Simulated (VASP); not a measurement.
A run of VASP 6.6.1 is set up as follows.

Contents of INCAR:

```
PREC = Accurate
ENCUT = 600
EDIFF = 1E-6
ISMEAR = -1
SIGMA = 0.08
LREAL = False
LASPH = True
NELM = 80
ALGO = Normal
ISIF = 3
LWAVE = False
LCHARG = False
GGA = PE
IBRION = 2
NSW = 60
EDIFFG = -0.005
PSTRESS = 890.0
```

Contents of KPOINTS:

```
Automatic mesh
0
Gamma
  15 15 15
```

POSCAR

```
AlCo
1.0
    2.6476085734      0.0000000000      0.0000000000
    0.0000000000      2.6476085734      0.0000000000
    0.0000000000      0.0000000000      2.6476085734
Co Al
1 1
Direct
    0.0000000000      0.0000000000      0.0000000000
    0.5000000000      0.5000000000      0.5000000000
```

Potentials or basis: VASP PAW PBE potentials, release 64 (Co, Al).

Run with:

```bash
$ cat potpaw_PBE.64/Co/POTCAR potpaw_PBE.64/Al/POTCAR > POTCAR
$ mpirun -np 1 vasp_std > vasp.out
```

Q: Estimate the relaxed cell.

A: a = 2.601 Å, b = 2.601 Å, c = 2.601 Å, α = 90.00°, β = 90.00°, γ = 90.00°.

Q: What does it give for the relaxed volume?

A: 8.80 Å³/atom.

Q: What does it give for the space group after relaxing (to 0.05 Å)?

A: Pm-3m (No. 221).

Q: Estimate the band gap on the k mesh.

A: Zero (band 6 reaches 16.71 eV, above the bottom of band 7 at 14.50 eV).

Final structure:
```xyz
2
Lattice="2.6009 0.0000 0.0000 0.0000 2.6009 0.0000 0.0000 0.0000 2.6009" Properties=species:S:1:pos:R:3 pbc="T T T"
Co    0.0000    0.0000    0.0000
Al    1.3005    1.3005    1.3005
```

Caveat: the cell is relaxed towards a set pressure, so the enthalpy falls and the energy may rise. Spin polarisation is off, so any magnetic state and its effect on volume and gap are missing.
